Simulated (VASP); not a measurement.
Crystal: NaCl.

```
CELL_PARAMETERS angstrom
0.00000 2.81000 2.81000
2.81000 0.00000 2.81000
2.81000 2.81000 0.00000
ATOMIC_POSITIONS crystal
Na 0.00000 0.00000 0.00000
Cl 0.50000 0.50000 0.50000
```

```yaml
Program: VASP 6.6.1
Task: relaxation of cell and atoms
Functional: RPBE
Potentials_or_basis: VASP PAW PBE potentials, release 64 (Na_pv, Cl)
Cutoff: 500 eV
k_mesh: 6 × 6 × 6
Occupations: gaussian, width 0.01 eV
Spin: no spin polarisation
```

At the start: pressure 2.9 GPa; volume 22.19 Å³/atom.

**Question.** How do energy, volume and symmetry change on relaxing?

**Answer.** Over 4 steps the energy falls by 21.3 meV/atom and the volume is 24.79 Å³/atom (+11.7 %); space group Fm-3m (No. 225, to 0.1 Å) before and after.

The path:
| step | energy change (eV) | largest force (eV/Å) | pressure (GPa) | volume (Å³) |
| --- | --- | --- | --- | --- |
| 1 | 0.0000 | 0.0000 | 2.91 | 44.38 |
| 2 | -0.0334 | 0.0000 | 1.22 | 47.02 |
| 3 | -0.0420 | 0.0000 | -0.26 | 50.17 |
| 4 | -0.0425 | 0.0000 | -0.01 | 49.57 |

Final structure:
```
Na Cl
1.0
     0.00000    2.91569    2.91569
     2.91569    0.00000    2.91569
     2.91569    2.91569    0.00000
Na Cl
1 1
Direct
  0.00000 0.00000 0.00000
  0.50000 0.50000 0.50000
```

Caveat: the PAW data sets were made with another functional, which shifts forces and pressure a little.
